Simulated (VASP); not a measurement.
# Nb (Im-3m) in VASP: notebook

The runs below take Nb through single point, relaxation of cell and atoms, with revPBE.

All numbers are computed with VASP 6.6.1; they aren't measurements. Logs are shortened: lines on timing, memory, paths and dates and some standing lists are left out, and cuts for length are marked.

### 1 The cell of the first run

The structure is cubic, space group Im-3m (No. 229). The conventional cell has a = 3.323 Å, b = 3.323 Å, c = 3.323 Å, α = 90.00°, β = 90.00°, γ = 90.00°. Nb (site symmetry m-3m) has 14 Nb at 2.88 to 3.32 Å within 3.8 Å.

### 2 Single point, revPBE

File INCAR:

```
PREC = Accurate
ENCUT = 520
EDIFF = 1E-6
ISMEAR = -1
SIGMA = 0.1
LREAL = False
LASPH = True
NELM = 60
ALGO = Normal
ISIF = 2
LWAVE = False
LCHARG = False
GGA = RE
NBANDS = 12
```

File KPOINTS:

```
regular mesh
0
Gamma
  13 13 13
```

File POSCAR:

```
Nb
1.0
   -1.6616024869      1.6616024869      1.6616024869
    1.6616024869     -1.6616024869      1.6616024869
    1.6616024869      1.6616024869     -1.6616024869
Nb
1
Direct
    0.0000000000      0.0000000000      0.0000000000
```

Potentials or basis: VASP PAW PBE potentials, release 64 (Nb_sv).

Command:

```bash
cat potpaw_PBE.64/Nb_sv/POTCAR > POTCAR
mpirun -np 1 vasp_std > vasp.out
```

OUTCAR:

```text
PREC = Accurate
   ENCUT = 520
   EDIFF = 1E-6
   ISMEAR = -1
   LREAL = False
   LASPH = True
   NELM = 60
   ISIF = 2
   GGA = RE

 ion  position               nearest neighbor table
   1  0.000  0.000  0.000-

  LATTYP: Found a body centered cubic cell.
 ALAT       =     3.3232049738

  Lattice vectors:

 A1 = (  -1.6616024869,   1.6616024869,   1.6616024869)
 A2 = (   1.6616024869,  -1.6616024869,   1.6616024869)
 A3 = (   1.6616024869,   1.6616024869,  -1.6616024869)

Analysis of symmetry for initial positions (statically):
=====================================================================
 Subroutine PRICEL returns:
 Original cell was already a primitive cell.

 Routine SETGRP: Setting up the symmetry group for a
 body centered cubic supercell.

 Subroutine GETGRP returns: Found 48 space group operations
 (whereof 48 operations were pure point group operations)
 out of a pool of 48 trial point group operations.

The static configuration has the point symmetry O_h .

Analysis of symmetry for dynamics (positions and initial velocities):
=====================================================================
 Subroutine PRICEL returns:
 Original cell was already a primitive cell.

 Routine SETGRP: Setting up the symmetry group for a
 body centered cubic supercell.

 Subroutine GETGRP returns: Found 48 space group operations
 (whereof 48 operations were pure point group operations)
 out of a pool of 48 trial point group operations.

The dynamic configuration has the point symmetry O_h .

 Subroutine INISYM returns: Found 48 space group operations
 (whereof 48 operations are pure point group operations),
 and found     1 'primitive' translations

----------------------------------------------------------------------------------------

                                     Primitive cell

  volume of cell :      18.3502

  direct lattice vectors                    reciprocal lattice vectors
    -1.661602487  1.661602487  1.661602487     0.000000000  0.300914331  0.300914331
     1.661602487 -1.661602487  1.661602487     0.300914331  0.000000000  0.300914331
     1.661602487  1.661602487 -1.661602487     0.300914331  0.300914331  0.000000000

  length of vectors
     2.877979929  2.877979929  2.877979929     0.425557127  0.425557127  0.425557127

  position of ions in fractional coordinates (direct lattice)
     0.000000000  0.000000000  0.000000000

  ion indices of the primitive-cell ions
   primitive index   ion index
                 1           1

----------------------------------------------------------------------------------------

 KPOINTS: regular mesh

Automatic generation of k-mesh.
 Grid dimensions read from file:
 generate k-points for:   13   13   13

 Generating k-lattice:

  Cartesian coordinates                     Fractional coordinates (reciprocal lattice)
     0.000000000  0.023147256  0.023147256     0.076923077  0.000000000  0.000000000
     0.023147256  0.000000000  0.023147256     0.000000000  0.076923077  0.000000000
     0.023147256  0.023147256  0.000000000     0.000000000  0.000000000  0.076923077

  Length of vectors
     0.032735164  0.032735164  0.032735164

  Shift w.r.t. Gamma in fractional coordinates (k-lattice)
     0.000000000  0.000000000  0.000000000

 Subroutine IBZKPT returns following result:
 ===========================================

 Found     84 irreducible k-points:

 Following reciprocal coordinates:
            Coordinates               Weight
  0.000000  0.000000  0.000000      1.000000
  0.076923  0.000000  0.000000     12.000000
  0.153846  0.000000  0.000000     12.000000
  0.230769  0.000000  0.000000     12.000000
  0.307692  0.000000  0.000000     12.000000
  0.384615  0.000000  0.000000     12.000000
[... 16 lines left out ...]
  0.153846  0.076923  0.076923     24.000000
  0.230769  0.076923  0.076923     24.000000
 [... further k-points ...]
   k-points           NKPTS =     84   k-points in BZ     NKDIM =     84   number of bands    NBANDS=     12
   number of dos      NEDOS =    301   number of ions     NIONS =      1
   total plane-waves  NPLWV =  13824
   dimension x,y,z NGX =    24 NGY =   24 NGZ =   24
   dimension x,y,z NGXF=    48 NGYF=   48 NGZF=   48
   ions per type =               1
   NGX,Y,Z   is equivalent  to a cutoff of  13.86, 13.86, 13.86 a.u.
   NGXF,Y,Z  is equivalent  to a cutoff of  27.73, 27.73, 27.73 a.u.
 SYSTEM =  unknown system
   PREC   = accura    normal or accurate (medium, high low for compatibility)
   ISTART =      0    job   : 0-new  1-cont  2-samecut
   ICHARG =      2    charge: 1-file 2-atom 10-const
   ISPIN  =      1    spin polarized calculation?
   LNONCOLLINEAR =      F non collinear calculations
   LSORBIT =      F    spin-orbit coupling
   LASPH  =      T    aspherical Exc in radial PAW
   ENCUT  =  520.0 eV  38.22 Ry    6.18 a.u.   5.35  5.35  5.35*2*pi/ulx,y,z
   NELM   =     60;   NELMIN=  2; NELMDL= -5     # of ELM steps
   EDIFF  = 0.1E-05   stopping-criterion for ELM
   LREAL  =      F    real-space projection
   EDIFFG = 0.1E-04   stopping-criterion for IOM
   NSW    =      0    number of steps for IOM
   IBRION =     -1    ionic relax: 0-MD 1-quasi-New 2-CG
   NFREE  =      0    steps in history (QN), initial steepest desc. (CG)
   ISIF   =      2    stress and relaxation
   ISYM   =      2    0-nonsym 1-usesym 2-fastsym
   POTIM  = 0.5000    time-step for ionic-motion
   TEBEG  =    0.0;   TEEND  =   0.0 temperature during run
   PSTRESS=    0.0 pullay stress
   NELECT =      13.0000    total number of electrons
   NUPDOWN=      -1.0000    fix difference up-down
   EMIN   =  10.00;   EMAX   =-10.00  energy-range for DOS
   EFERMI =   0.00;   METHOD = LEGACY
   ISMEAR =    -1;   SIGMA  =   0.10  broadening in eV -4-tet -1-fermi 0-gaus
   EFERMI_NEDOS =   21; number of points for ismear=-14 and -15
   IALGO  =     38    algorithm
   IMIX   =      4    mixing-type and parameters
     AMIX     =   0.40;   BMIX     =  1.00
     AMIX_MAG =   1.60;   BMIX_MAG =  1.00
  volume/ion in A,a.u.               =      18.35       123.83
  Fermi-wavevector in a.u.,A,eV,Ry     =   1.459404  2.757873 28.978499  2.129860
  Thomas-Fermi vector in A             =   2.575975
   LORBIT       =      0    0 simple, 1 ext, 2 COOP (PROOUT), +10 PAW based schemes
   GGA     = RE    functional components
   LHFCALC =     F    Hartree Fock is set to
   AEXX    =    0.0000 exact exchange contribution
   IVDW    =     0    specifies the selected vdW correction
   LEPSILON=     F    determine dielectric tensor
   LRPA    =     F    only Hartree local field effects (RPA)
 non-spin polarized calculation
  energy-cutoff  :      520.00
  volume of cell :       18.35
 maximum number of plane-waves:       531
 NGX is ok and might be reduce to    24
   NGX = 11   NGY = 11   NGZ = 11

 number of electron      12.9999999 magnetization

 Free energy of the ion-electron system (eV)
  ---------------------------------------------------
  ext. energy  EPLUGINS =         0.00000000
  ---------------------------------------------------
  free energy    TOTEN  =        -9.83542613 eV

  energy without entropy =       -9.78827511  energy(sigma->0) =       -9.81185062

 E-fermi :  11.0038     XC(G=0): -12.3552

 val. band max:       10.9734325448   @ k =   0.3077   0.1538   0.1538
 cond. band min:      11.0177434453   @ k =   0.0769   0.0769   0.0000
 fundamental gap:      0.0443109005
 Fermi energy:        11.0038336074

 k-point     1 :       0.0000    0.0000    0.0000
  band No.  band energies     occupation
      1     -43.4219      2.00000
      2     -18.7602      2.00000
      3     -18.7602      2.00000
      4     -18.7602      2.00000
      5       5.0731      2.00000
      6      11.3554      0.05775
      7      11.3554      0.05775
      8      11.3554      0.05775
      9      14.2043      0.00000
     10      14.2043      0.00000
     11      25.1351      0.00000
     12      25.1351      0.00000

 k-point     2 :       0.0769    0.0000    0.0000
  band No.  band energies     occupation
      1     -43.4091      2.00000
      2     -18.8387      2.00000
      3     -18.7841      2.00000
      4     -18.7607      2.00000
      5       5.3111      2.00000
      6      11.2104      0.22488
      7      11.3180      0.08281
      8      11.5828      0.00610
      9      13.9907      0.00000
     10      14.2058      0.00000
     11      25.3240      0.00000
     12      25.5470      0.00000

 k-point     3 :       0.1538    0.0000    0.0000
  band No.  band energies     occupation
      1     -43.3736      2.00000
      2     -19.0526      2.00000
      3     -18.8500      2.00000
      4     -18.7625      2.00000
      5       5.9632      2.00000
      6      10.8365      1.68409
      7      11.1432      0.39755
      8      12.2485      0.00001
      9      13.6658      0.00000
     10      14.2302      0.00000
     11      25.6632      0.00000
     12      26.7127      0.00000

 k-point     4 :       0.2308    0.0000    0.0000
  band No.  band energies     occupation
      1     -43.3231      2.00000
      2     -19.3451      2.00000
      3     -18.9415      2.00000
      4     -18.7649      2.00000
      5       6.8054      2.00000
      6      10.3649      1.99665
      7      10.8981      1.48435
      8      13.2999      0.00000
      9      13.6508      0.00000
     10      14.3180      0.00000
     11      25.4330      0.00000
     12      26.9030      0.00000

 k-point     5 :       0.3077    0.0000    0.0000
  band No.  band energies     occupation
      1     -43.2689      2.00000
      2     -19.6451      2.00000
      3     -19.0370      2.00000
      4     -18.7677      2.00000
      5       7.3821      2.00000
      6       9.9187      1.99996
      7      11.1083      0.52033
      8      13.9061      0.00000
      9      14.4882      0.00000
     10      14.6316      0.00000
     11      24.4023      0.00000
     12      25.6395      0.00000

 k-point     6 :       0.3846    0.0000    0.0000
  band No.  band energies     occupation
      1     -43.2235      2.00000
      2     -19.8865      2.00000
      3     -19.1149      2.00000
      4     -18.7700      2.00000
      5       7.4489      2.00000
      6       9.5819      2.00000
      7      12.0223      0.00008
      8      14.1812      0.00000
      9      14.7049      0.00000
     10      16.0295      0.00000
     11      23.2936      0.00000
     12      24.0120      0.00000

 k-point     7 :       0.4615    0.0000    0.0000
  band No.  band energies     occupation
      1     -43.1977      2.00000
      2     -20.0200      2.00000
      3     -19.1585      2.00000
      4     -18.7713      2.00000
      5       7.3544      2.00000
      6       9.4028      2.00000
      7      12.9877      0.00000
      8      14.2449      0.00000
      9      14.8675      0.00000
     10      17.0432      0.00000
     11      22.6213      0.00000
     12      22.8992      0.00000

 k-point     8 :       0.0769    0.0769    0.0000
  band No.  band energies     occupation
      1     -43.3849      2.00000
      2     -18.9858      2.00000
      3     -18.8104      2.00000
      4     -18.7798      2.00000
      5       5.7595      2.00000
      6      11.0177      0.93056
      7      11.1113      0.50920
      8      12.0679      0.00005
      9      13.6726      0.00000
     10      14.2693      0.00000
     11      25.6716      0.00000
     12      26.2679      0.00000
[... 166 lines left out ...]
 k-point    20 :       0.3846    0.2308    0.0000
  band No.  band energies     occupation
      1     -43.1728      2.00000
      2     -19.8361      2.00000
      3     -19.4175      2.00000
      4     -18.9052      2.00000
      5       8.5213      2.00000
      6       9.6591      2.00000
      7      10.9554      1.23750
      8      14.1634      0.00000
      9      15.0945      0.00000
     10      19.8173      0.00000
     11      21.4018      0.00000
     12      23.4569      0.00000

 k-point    21 :       0.3077    0.3077    0.0000
  band No.  band energies     occupation
      1     -43.1682      2.00000
      2     -19.7372      2.00000
      3     -19.5413      2.00000
      4     -18.9193      2.00000
      5       8.8216      2.00000
      6       9.8545      1.99998
      7      10.4278      1.99372
      8      14.4014      0.00000
      9      14.8559      0.00000
     10      20.6852      0.00000
     11      21.1830      0.00000
     12      22.7747      0.00000

 k-point    22 :       0.0769    0.0769    0.0769
  band No.  band energies     occupation
      1     -43.3527      2.00000
      2     -19.1965      2.00000
      3     -18.8160      2.00000
      4     -18.8160      2.00000
      5       6.3677      2.00000
      6      10.6692      1.93198
      7      10.6692      1.93198
      8      12.9751      0.00000
      9      13.9716      0.00000
     10      13.9716      0.00000
     11      26.0782      0.00000
     12      26.8183      0.00000

 k-point    23 :       0.1538    0.0769    0.0769
  band No.  band energies     occupation
      1     -43.3069      2.00000
      2     -19.4403      2.00000
      3     -18.9143      2.00000
      4     -18.8240      2.00000
      5       7.2118      2.00000
      6      10.1964      1.99938
      7      10.3486      1.99715
      8      13.8685      0.00000
      9      14.2058      0.00000
     10      14.2652      0.00000
     11      26.0299      0.00000
     12      26.7294      0.00000

 k-point    24 :       0.2308    0.0769    0.0769
  band No.  band energies     occupation
      1     -43.2579      2.00000
      2     -19.6730      2.00000
      3     -19.0376      2.00000
      4     -18.8326      2.00000
      5       7.8564      2.00000
      6       9.7953      1.99999
      7      10.4614      1.99122
      8      14.0190      0.00000
      9      14.5267      0.00000
     10      15.6494      0.00000
     11      24.8677      0.00000
     12      25.4702      0.00000

 [... further k-points ...]
[... 5 lines left out ...]
  --------------------------------------------------------------------------------------
  -------------------------------------------------------------------------------------
  Total       -0.0368570     -0.0368570     -0.0368570      0.0000000      0.0000000     -0.0000000
  in kB       -3.2180245     -3.2180245     -3.2180245      0.0000000      0.0000000     -0.0000000
  external PRESSURE =      -3.2180245 kB  Pullay stress =       0.0000000 kB

 VOLUME and BASIS-vectors are now :
 -----------------------------------------------------------------------------
  energy-cutoff  :      520.00
  volume of cell :       18.35
      direct lattice vectors                 reciprocal lattice vectors
    -1.661602487  1.661602487  1.661602487     0.000000000  0.300914331  0.300914331
     1.661602487 -1.661602487  1.661602487     0.300914331  0.000000000  0.300914331
     1.661602487  1.661602487 -1.661602487     0.300914331  0.300914331  0.000000000

 POSITION                                       TOTAL-FORCE (eV/Angst)
 -----------------------------------------------------------------------------------
      0.00000      0.00000      0.00000        -0.000000      0.000000      0.000000
 -----------------------------------------------------------------------------------
    total drift:                                0.000000      0.000000      0.000000

  FREE ENERGIE OF THE ION-ELECTRON SYSTEM (eV)
  ---------------------------------------------------
  free  energy   TOTEN  =        -9.8354261348 eV

  energy  without entropy=       -9.7882751095  energy(sigma->0) =       -9.81185062
```

Run time: 8.1 s. Hardware: 1 thread of Intel Xeon Platinum 8488C (Sapphire Rapids), shared host; peak memory 0.14 GiB.

What came out:

```yaml
Free_energy: -9.8354 eV
Pressure: -0.3 GPa
```

Caveat: the PAW data sets were made with another functional, which shifts forces and pressure a little.

### 3 Relaxation of cell and atoms, revPBE

This run uses another cell than the first one, of 17.98 Å³/atom, 0.980 times its volume.

File INCAR:

```
PREC     = Accurate       # precision mode
ENCUT    = 600            # plane-wave cutoff, eV
EDIFF    = 1E-7           # SCF threshold, eV
ISMEAR   = -1             # smearing method
SIGMA    = 0.1            # smearing width, eV
LREAL    = F              # projectors in reciprocal space
LASPH    = T              # aspherical terms in the spheres
NELM     = 60             # most SCF steps
ALGO     = Normal         # electronic algorithm
ISIF     = 3              # what is computed and relaxed
LWAVE    = F              # write WAVECAR
LCHARG   = F              # write CHGCAR
GGA      = RE             # functional
IBRION   = 2              # ionic algorithm
NSW      = 80             # ionic steps
EDIFFG   = -0.01          # ionic threshold
```

File KPOINTS:

```
Automatic mesh
0
Gamma
  13 13 13
```

File POSCAR:

```
Nb
1.0
   -1.6502000000      1.6502000000      1.6502000000
    1.6502000000     -1.6502000000      1.6502000000
    1.6502000000      1.6502000000     -1.6502000000
Nb
1
Direct
    0.0000000000      0.0000000000      0.0000000000
```

Potentials or basis: VASP PAW PBE potentials, release 64 (Nb_sv).

Command:

```bash
cat potpaw_PBE.64/Nb_sv/POTCAR > POTCAR
mpirun -np 1 vasp_std > vasp.out
```

It took 22 s on 1 thread of Intel Xeon Platinum 8488C (Sapphire Rapids), shared host; peak memory 0.15 GiB.

Results (log left out):

```yaml
Free_energy: -9.8353 eV
Relaxed_volume: 18.32 Å³/atom
Relaxed_cell: a = 2.876 Å, b = 2.876 Å, c = 2.876 Å, α = 109.47°, β = 109.47°, γ = 109.47°
Space_group_after_relaxing_to_0.05_Å: Im-3m (No. 229)
Energy_gained_by_relaxing: 3.3 meV/atom
Ionic_steps: 3
Pressure_after_relaxing: 0.0 GPa
```

Step by step:
```csv
step,energy change (eV),largest force (eV/Å),pressure (GPa),volume (Å³)
1,0.0000,0.0000,3.16,17.98
2,0.0061,0.0000,-4.91,18.91
3,-0.0033,0.0000,-0.02,18.32
```

Final structure:
```
CELL_PARAMETERS angstrom
-1.66064 1.66064 1.66064
1.66064 -1.66064 1.66064
1.66064 1.66064 -1.66064
ATOMIC_POSITIONS crystal
Nb 0.00000 0.00000 0.00000
```

Levels at points of the mesh, in eV from the Fermi level:
```tsv
k point	band 3	band 4	band 5	band 6	band 7	band 8	band 9	band 10
(0.00, 0.00, 0.00)	-29.76	-29.76	-5.93	0.35	0.35	0.35	3.21	3.21
```

Caveat: the PAW data sets were made with another functional, which shifts forces and pressure a little.
